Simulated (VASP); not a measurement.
# VO2 (P4_2/mnm) in VASP: notebook

The runs below take VO2 through single point, with PBE.

Everything below comes from runs of VASP 6.6.1. Logs are shortened: lines on timing, memory, paths and dates and some standing lists are left out, and cuts for length are marked.

## (1) The cell of the first run

It takes space group P4_2/mnm (No. 136, tetragonal). Conventional cell: a = 4.530 Å, b = 4.530 Å, c = 2.869 Å, α = 90.00°, β = 90.00°, γ = 90.00°. V (site symmetry mmm) has 6 O at 1.90 to 1.95 Å within 2.5 Å. O (site symmetry m2m) has 3 V at 1.90 to 1.95 Å and 1 O at 2.50 Å within 2.5 Å.

## (2) Single point, PBE, collinear spin, ferromagnetic start

Contents of INCAR:

```
SYSTEM = VO2
PREC = Accurate ; ENCUT = 600
EDIFF = 1E-6 ; ISMEAR = -1
SIGMA = 0.05 ; LREAL = .FALSE.
LASPH = .TRUE. ; NELM = 200
ALGO = Normal ; ISIF = 2
LWAVE = .FALSE. ; LCHARG = .FALSE.
ISPIN = 2 ; MAGMOM = 1.5 1.5 0 0 0 0
LORBIT = 11 ; LMAXMIX = 4
GGA = PE ; NBANDS = 38
GGA_COMPAT = .FALSE.
```

Contents of KPOINTS:

```
regular mesh
0
G
  5 5 8
  0 0 0
```

Contents of POSCAR:

```
VO2
1.0
    4.5300000000      0.0000000000      0.0000000000
    0.0000000000      4.5300000000      0.0000000000
    0.0000000000      0.0000000000      2.8690000000
V O
2 4
Direct
    0.0000000000      0.0000000000      0.0000000000
    0.5000000000      0.5000000000      0.5000000000
    0.3050000000      0.3050000000      0.0000000000
    0.1950000000      0.8050000000      0.5000000000
    0.6950000000      0.6950000000      0.0000000000
    0.8050000000      0.1950000000      0.5000000000
```

Potentials or basis: VASP PAW PBE potentials, release 64 (V_sv, O).

Started as:

```console
> cat potpaw_PBE.64/V_sv/POTCAR potpaw_PBE.64/O/POTCAR > POTCAR
> mpirun -np 1 vasp_std > vasp.out
```

OUTCAR:

```text
SYSTEM = VO2
   PREC = Accurate
   ENCUT = 600
   EDIFF = 1E-6
   ISMEAR = -1
   LREAL = .FALSE.
   LASPH = .TRUE.
   NELM = 200
   ISIF = 2
   ISPIN = 2
   LORBIT = 11
   GGA = PE

 ion  position               nearest neighbor table
   1  0.000  0.000  0.000-   4 1.90   6 1.90   4 1.90   6 1.90   5 1.95   3 1.95
   2  0.500  0.500  0.500-   3 1.90   5 1.90   3 1.90   5 1.90   4 1.95   6 1.95
   3  0.305  0.305  0.000-   2 1.90   2 1.90   1 1.95
   4  0.195  0.805  0.500-   1 1.90   1 1.90   2 1.95
   5  0.695  0.695  0.000-   2 1.90   2 1.90   1 1.95
   6  0.805  0.195  0.500-   1 1.90   1 1.90   2 1.95

  LATTYP: Found a simple tetragonal cell.
 ALAT       =     4.5300000000
 C/A-ratio  =     0.6333333333

  Lattice vectors:

 A1 = (   4.5300000000,   0.0000000000,   0.0000000000)
 A2 = (   0.0000000000,   4.5300000000,   0.0000000000)
 A3 = (   0.0000000000,   0.0000000000,   2.8690000000)

Analysis of symmetry for initial positions (statically):
=====================================================================
 Subroutine PRICEL returns:
 Original cell was already a primitive cell.

 Routine SETGRP: Setting up the symmetry group for a
 simple tetragonal supercell.

 Subroutine GETGRP returns: Found 16 space group operations
 (whereof  8 operations were pure point group operations)
 out of a pool of 16 trial point group operations.

The static configuration has the point symmetry D_2h.
 The point group associated with its full space group is D_4h.

Analysis of symmetry for dynamics (positions and initial velocities):
=====================================================================
 Subroutine PRICEL returns:
 Original cell was already a primitive cell.

 Routine SETGRP: Setting up the symmetry group for a
 simple tetragonal supercell.

 Subroutine GETGRP returns: Found 16 space group operations
 (whereof  8 operations were pure point group operations)
 out of a pool of 16 trial point group operations.

The dynamic configuration has the point symmetry D_2h.
 The point group associated with its full space group is D_4h.

Analysis of structural, dynamic, and magnetic symmetry:
=====================================================================
 Subroutine PRICEL returns:
 Original cell was already a primitive cell.

 Routine SETGRP: Setting up the symmetry group for a
 simple tetragonal supercell.

 Subroutine GETGRP returns: Found 16 space group operations
 (whereof  8 operations were pure point group operations)
 out of a pool of 16 trial point group operations.

The overall configuration has the point symmetry D_2h.
 The point group associated with its full space group is D_4h.

 Subroutine INISYM returns: Found 16 space group operations
 (whereof  8 operations are pure point group operations),
 and found     1 'primitive' translations

----------------------------------------------------------------------------------------

                                     Primitive cell

  volume of cell :      58.8745

  direct lattice vectors                    reciprocal lattice vectors
     4.530000000  0.000000000  0.000000000     0.220750552  0.000000000  0.000000000
     0.000000000  4.530000000  0.000000000     0.000000000  0.220750552  0.000000000
     0.000000000  0.000000000  2.869000000     0.000000000  0.000000000  0.348553503

  length of vectors
     4.530000000  4.530000000  2.869000000     0.220750552  0.220750552  0.348553503

  position of ions in fractional coordinates (direct lattice)
     0.000000000  0.000000000  0.000000000
     0.500000000  0.500000000  0.500000000
     0.305000000  0.305000000  0.000000000
     0.195000000  0.805000000  0.500000000
     0.695000000  0.695000000  0.000000000
     0.805000000  0.195000000  0.500000000

  ion indices of the primitive-cell ions
   primitive index   ion index
                 1           1
                 2           2
                 3           3
                 4           4
                 5           5
                 6           6

[... 29 lines left out ...]
  0.200000  0.000000  0.000000      4.000000
  0.400000  0.000000  0.000000      4.000000
  0.200000  0.200000  0.000000      4.000000
  0.400000  0.200000  0.000000      8.000000
  0.400000  0.400000  0.000000      4.000000
[... 16 lines left out ...]
  0.400000  0.200000  0.375000     16.000000
  0.400000  0.400000  0.375000      8.000000
 [... further k-points ...]
   k-points           NKPTS =     30   k-points in BZ     NKDIM =     30   number of bands    NBANDS=     38
   number of dos      NEDOS =    301   number of ions     NIONS =      6
   total plane-waves  NPLWV =  31104
   dimension x,y,z NGX =    36 NGY =   36 NGZ =   24
   dimension x,y,z NGXF=    72 NGYF=   72 NGZF=   48
   ions per type =               2   4
   NGX,Y,Z   is equivalent  to a cutoff of  13.21, 13.21, 13.91 a.u.
   NGXF,Y,Z  is equivalent  to a cutoff of  26.42, 26.42, 27.81 a.u.
 SYSTEM =  VO2
   PREC   = accura    normal or accurate (medium, high low for compatibility)
   ISTART =      0    job   : 0-new  1-cont  2-samecut
   ICHARG =      2    charge: 1-file 2-atom 10-const
   ISPIN  =      2    spin polarized calculation?
   LNONCOLLINEAR =      F non collinear calculations
   LSORBIT =      F    spin-orbit coupling
   LASPH  =      T    aspherical Exc in radial PAW
   ENCUT  =  600.0 eV  44.10 Ry    6.64 a.u.   9.05  9.05  5.73*2*pi/ulx,y,z
   NELM   =    200;   NELMIN=  2; NELMDL= -5     # of ELM steps
   EDIFF  = 0.1E-05   stopping-criterion for ELM
   LREAL  =      F    real-space projection
   EDIFFG = 0.1E-04   stopping-criterion for IOM
   NSW    =      0    number of steps for IOM
   IBRION =     -1    ionic relax: 0-MD 1-quasi-New 2-CG
   NFREE  =      0    steps in history (QN), initial steepest desc. (CG)
   ISIF   =      2    stress and relaxation
   ISYM   =      2    0-nonsym 1-usesym 2-fastsym
   POTIM  = 0.5000    time-step for ionic-motion
   TEBEG  =    0.0;   TEEND  =   0.0 temperature during run
   PSTRESS=    0.0 pullay stress
   NELECT =      50.0000    total number of electrons
   NUPDOWN=      -1.0000    fix difference up-down
   EMIN   =  10.00;   EMAX   =-10.00  energy-range for DOS
   EFERMI =   0.00;   METHOD = LEGACY
   ISMEAR =    -1;   SIGMA  =   0.05  broadening in eV -4-tet -1-fermi 0-gaus
   EFERMI_NEDOS =   21; number of points for ismear=-14 and -15
   IALGO  =     38    algorithm
   IMIX   =      4    mixing-type and parameters
     AMIX     =   0.40;   BMIX     =  1.00
     AMIX_MAG =   1.60;   BMIX_MAG =  1.00
  volume/ion in A,a.u.               =       9.81        66.22
  Fermi-wavevector in a.u.,A,eV,Ry     =   1.550324  2.929688 32.701671  2.403505
  Thomas-Fermi vector in A             =   2.655004
   LORBIT       =     11    0 simple, 1 ext, 2 COOP (PROOUT), +10 PAW based schemes
   GGA     = PE    functional components
   LHFCALC =     F    Hartree Fock is set to
   AEXX    =    0.0000 exact exchange contribution
   IVDW    =     0    specifies the selected vdW correction
   LEPSILON=     F    determine dielectric tensor
   LRPA    =     F    only Hartree local field effects (RPA)
 spin polarized calculation
  energy-cutoff  :      600.00
  volume of cell :       58.87
 maximum number of plane-waves:      1980
   NGX = 19   NGY = 19   NGZ = 11

 number of electron      49.9999991 magnetization       1.9987889

 Free energy of the ion-electron system (eV)
  ---------------------------------------------------
  ext. energy  EPLUGINS =         0.00000000
  ---------------------------------------------------
  free energy    TOTEN  =       -51.91295420 eV

  energy without entropy =      -51.88344450  energy(sigma->0) =      -51.89819935

 E-fermi :   6.4044     XC(G=0): -11.7808

 val. band max:        6.3776112912   @ k =   0.2000   0.2000   0.1250
 cond. band min:       6.4063786115   @ k =   0.4000   0.4000   0.5000
 fundamental gap:      0.0287673203
 Fermi energy:         6.4044482180

 spin component 1

 k-point     1 :       0.0000    0.0000    0.0000
  band No.  band energies     occupation
      1     -59.7026      1.00000
      2     -59.6930      1.00000
      3     -33.5450      1.00000
      4     -33.5450      1.00000
      5     -33.4758      1.00000
      6     -33.4554      1.00000
[... 949 lines left out ...]
     36      17.3348      0.00000
     37      19.0393      0.00000

 [... further k-points ...]

 spin component 2

 k-point     1 :       0.0000    0.0000    0.0000
  band No.  band energies     occupation
      1     -58.5996      1.00000
      2     -58.5893      1.00000
      3     -32.4527      1.00000
      4     -32.4527      1.00000
      5     -32.4503      1.00000
      6     -32.4283      1.00000
[... 949 lines left out ...]
     36      17.4245      0.00000
     37      19.2611      0.00000

 [... further k-points ...]

 [bands above 37 left out]

------------------------ aborting loop because EDIFF is reached ----------------------------------------

  FORCE on cell =-STRESS in cart. coord.  units (eV):
  Direction    XX          YY          ZZ          XY          YZ          ZX
  --------------------------------------------------------------------------------------
  -------------------------------------------------------------------------------------
  Total        2.3418088      2.3418088      0.9766018      0.0000000      0.0000000      0.0000000
  in kB       63.7287017     63.7287017     26.5767050      0.0000000      0.0000000      0.0000000
  external PRESSURE =      51.3447028 kB  Pullay stress =       0.0000000 kB

 VOLUME and BASIS-vectors are now :
 -----------------------------------------------------------------------------
  energy-cutoff  :      600.00
  volume of cell :       58.87
      direct lattice vectors                 reciprocal lattice vectors
     4.530000000  0.000000000  0.000000000     0.220750552  0.000000000  0.000000000
     0.000000000  4.530000000  0.000000000     0.000000000  0.220750552  0.000000000
     0.000000000  0.000000000  2.869000000     0.000000000  0.000000000  0.348553503

 POSITION                                       TOTAL-FORCE (eV/Angst)
 -----------------------------------------------------------------------------------
      0.00000      0.00000      0.00000        -0.000000      0.000000      0.000000
      2.26500      2.26500      1.43450        -0.000000      0.000000      0.000000
      1.38165      1.38165      0.00000        -0.422335     -0.422335      0.000000
      0.88335      3.64665      1.43450         0.422335     -0.422335      0.000000
      3.14835      3.14835      0.00000         0.422335      0.422335      0.000000
      3.64665      0.88335      1.43450        -0.422335      0.422335      0.000000
 -----------------------------------------------------------------------------------
    total drift:                                0.000000      0.000000      0.000000

  FREE ENERGIE OF THE ION-ELECTRON SYSTEM (eV)
  ---------------------------------------------------
  free  energy   TOTEN  =       -51.9129542049 eV

  energy  without entropy=      -51.8834444993  energy(sigma->0) =      -51.89819935

 total charge

# of ion       s       p       d       tot
------------------------------------------
    1        2.287   6.344   2.920  11.551
    2        2.287   6.344   2.920  11.551
    3        1.570   3.487   0.000   5.057
    4        1.570   3.487   0.000   5.057
    5        1.570   3.487   0.000   5.057
    6        1.570   3.487   0.000   5.057
--------------------------------------------------
tot         10.853  26.636   5.841  43.330

 magnetization (x)

# of ion       s       p       d       tot
------------------------------------------
    1        0.014   0.012   1.022   1.047
    2        0.014   0.012   1.022   1.047
    3       -0.002  -0.050   0.000  -0.052
    4       -0.002  -0.050   0.000  -0.052
    5       -0.002  -0.050   0.000  -0.052
    6       -0.002  -0.050   0.000  -0.052
--------------------------------------------------
tot          0.019  -0.177   2.044   1.886
```

It took 75 s on 1 thread of Intel Xeon 6975P-C (Granite Rapids), shared host; peak memory 0.26 GiB.

Results:

```yaml
Free_energy: -51.9130 eV
Pressure: 5.1 GPa
Largest_force: 0.597 eV/Å
Band_gap_on_the_k_mesh: zero (filled and empty bands overlap)
Net_moment: 2.00 μB per cell
Site_moments: V +1.05; O -0.05 μB
Valence_electrons_inside_the_program's_atomic_spheres: V 11.55; O 5.06
```

Forces on the atoms (eV/Å):
```
V    0.000  0.000  0.000
V    0.000  0.000  0.000
O   -0.422 -0.422  0.000
O    0.422 -0.422  0.000
O    0.422  0.422  0.000
O   -0.422  0.422  0.000
```

Stress tensor (GPa, compression positive):
```
6.37 0.00 0.00
0.00 6.37 0.00
0.00 0.00 2.66
```

Levels at points of the mesh, in eV from the Fermi level:
Spin up:
```csv
k point,band 24,band 25,band 26,band 27,band 28,band 29
"(0.00, 0.00, 0.00)",-1.64,-0.92,-0.55,-0.41,-0.41,-0.21
"(0.00, 0.00, 0.50)",-3.22,0.32,0.32,0.36,0.36,1.11
```
Spin down:
```tsv
k point	band 20	band 21	band 22	band 23	band 24	band 25	band 26	band 27	band 28	band 29
(0.00, 0.00, 0.00)	-3.65	-2.27	-2.03	-2.03	-1.62	0.23	0.42	0.87	0.90	0.90
(0.00, 0.00, 0.50)	-4.59	-3.97	-3.97	-3.18	-3.18	1.34	1.34	1.48	1.48	2.07
```

Caveat: the cell stands under pressure; semilocal functionals often make such compounds metallic where correlation or magnetic order opens a gap, which also shifts bond lengths. With open d or f shells a metallic result of PBE can be an artefact of self-interaction; +U or a hybrid may open a gap.

## (3) Single point, PBE, collinear spin, ferromagnetic start

Contents of INCAR:

```
SYSTEM = VO2
  PREC = Accurate
  ENCUT = 600
  EDIFF = 1E-6
  ISMEAR = -1
  SIGMA = 0.025
  LREAL = .False.
  LASPH = .True.
  NELM = 200
  ALGO = Normal
  ISIF = 2
  LWAVE = .False.
  LCHARG = .True.
  ISPIN = 2
  MAGMOM = 1.5 1.5 0 0 0 0
  LORBIT = 11
  LMAXMIX = 4
  GGA = PE
  LELF = .True.
  LVHAR = .True.
  NBANDS = 38
  GGA_COMPAT = .False.
```

Contents of KPOINTS:

```
regular mesh
0
Gamma
  5 5 8
  0 0 0
```

POSCAR is that of step 2.

Potentials or basis: VASP PAW PBE potentials, release 64 (V_sv, O).

Started as:

```console
> cat potpaw_PBE.64/V_sv/POTCAR potpaw_PBE.64/O/POTCAR > POTCAR
> mpirun -np 1 vasp_std > vasp.out
```

OUTCAR:

```text
SYSTEM = VO2
   PREC = Accurate
   ENCUT = 600
   EDIFF = 1E-6
   ISMEAR = -1
   LREAL = .False.
   LASPH = .True.
   NELM = 200
   ISIF = 2
   ISPIN = 2
   LORBIT = 11
   GGA = PE

 ion  position               nearest neighbor table
   1  0.000  0.000  0.000-   4 1.90   6 1.90   4 1.90   6 1.90   5 1.95   3 1.95
   2  0.500  0.500  0.500-   3 1.90   5 1.90   3 1.90   5 1.90   4 1.95   6 1.95
   3  0.305  0.305  0.000-   2 1.90   2 1.90   1 1.95
   4  0.195  0.805  0.500-   1 1.90   1 1.90   2 1.95
   5  0.695  0.695  0.000-   2 1.90   2 1.90   1 1.95
   6  0.805  0.195  0.500-   1 1.90   1 1.90   2 1.95

  LATTYP: Found a simple tetragonal cell.
 ALAT       =     4.5300000000
 C/A-ratio  =     0.6333333333

  Lattice vectors:

[... 2160 lines left out ...]
      0.00000      0.00000      0.00000        -0.000000     -0.000000      0.000000
      2.26500      2.26500      1.43450        -0.000000     -0.000000      0.000000
      1.38165      1.38165      0.00000        -0.425453     -0.425453      0.000000
      0.88335      3.64665      1.43450         0.425453     -0.425453      0.000000
      3.14835      3.14835      0.00000         0.425453      0.425453     -0.000000
      3.64665      0.88335      1.43450        -0.425453      0.425453     -0.000000
 -----------------------------------------------------------------------------------
    total drift:                                0.000000      0.000000      0.000000

  FREE ENERGIE OF THE ION-ELECTRON SYSTEM (eV)
  ---------------------------------------------------
  free  energy   TOTEN  =       -51.9015803172 eV

  energy  without entropy=      -51.8936195182  energy(sigma->0) =      -51.89759992

 total charge

# of ion       s       p       d       tot
------------------------------------------
    1        2.287   6.344   2.921  11.551
    2        2.287   6.344   2.921  11.551
    3        1.570   3.487   0.000   5.057
    4        1.570   3.487   0.000   5.057
    5        1.570   3.487   0.000   5.057
    6        1.570   3.487   0.000   5.057
--------------------------------------------------
tot         10.853  26.635   5.841  43.330

 magnetization (x)

# of ion       s       p       d       tot
------------------------------------------
    1        0.014   0.012   1.022   1.048
    2        0.014   0.012   1.022   1.048
    3       -0.002  -0.050   0.000  -0.052
    4       -0.002  -0.050   0.000  -0.052
    5       -0.002  -0.050   0.000  -0.052
    6       -0.002  -0.050   0.000  -0.052
--------------------------------------------------
tot          0.020  -0.178   2.045   1.887
```

stdout:

```text
POSCAR found type information on POSCAR V O
 POSCAR found :  2 types and       6 ions
 scaLAPACK will be used
 LDA part: xc-table for (Slater+PW92), standard interpolation
 POSCAR, INCAR and KPOINTS ok, starting setup
 FFT: planning ... GRIDC
 FFT: planning ... GRID_SOFT
 FFT: planning ... GRID
 WAVECAR not read
 entering main loop
```

It took 76 s on 1 thread of Intel Xeon 6975P-C (Granite Rapids), shared host; peak memory 0.26 GiB.

Results:

| Quantity | Value |
| --- | --- |
| Free energy | -51.9016 eV |
| Pressure | 5.2 GPa |
| Largest force | 0.602 eV/Å |
| Band gap on the k mesh | zero (filled and empty bands overlap) |
| Net moment | 2.00 μB per cell |
| Site moments | V +1.05; O -0.05 μB |
| Valence electrons inside the program's atomic spheres | V 11.55; O 5.06 |

Forces in eV/Å, atoms in the order of the input:
```
V    0.000  0.000  0.000
V    0.000  0.000  0.000
O   -0.425 -0.425  0.000
O    0.425 -0.425  0.000
O    0.425  0.425  0.000
O   -0.425  0.425  0.000
```

Stress tensor (GPa, compression positive):
```
6.47 0.00 0.00
0.00 6.47 0.00
0.00 0.00 2.57
```

Levels at points of the mesh, in eV from the Fermi level:
Spin up:
```
           k point  band 22  band 23  band 24  band 25  band 26  band 27  band 28  band 29  band 30  band 31
(0.00, 0.00, 0.00)    -1.94    -1.94    -1.63    -0.91    -0.54    -0.40    -0.40    -0.20     1.80     1.88
(0.00, 0.00, 0.50)    -4.05    -3.21    -3.21     0.32     0.32     0.37     0.37     1.12     1.12     2.96
```
Spin down:
| k point | band 22 | band 23 | band 24 | band 25 | band 26 | band 27 |
| --- | --- | --- | --- | --- | --- | --- |
| (0.00, 0.00, 0.00) | -2.02 | -2.02 | -1.61 | 0.24 | 0.43 | 0.88 |
| (0.00, 0.00, 0.50) | -3.96 | -3.17 | -3.17 | 1.35 | 1.35 | 1.49 |

Caveat: the cell stands under pressure; semilocal functionals often make such compounds metallic where correlation or magnetic order opens a gap, which also shifts bond lengths. With open d or f shells a metallic result of PBE can be an artefact of self-interaction; +U or a hybrid may open a gap.
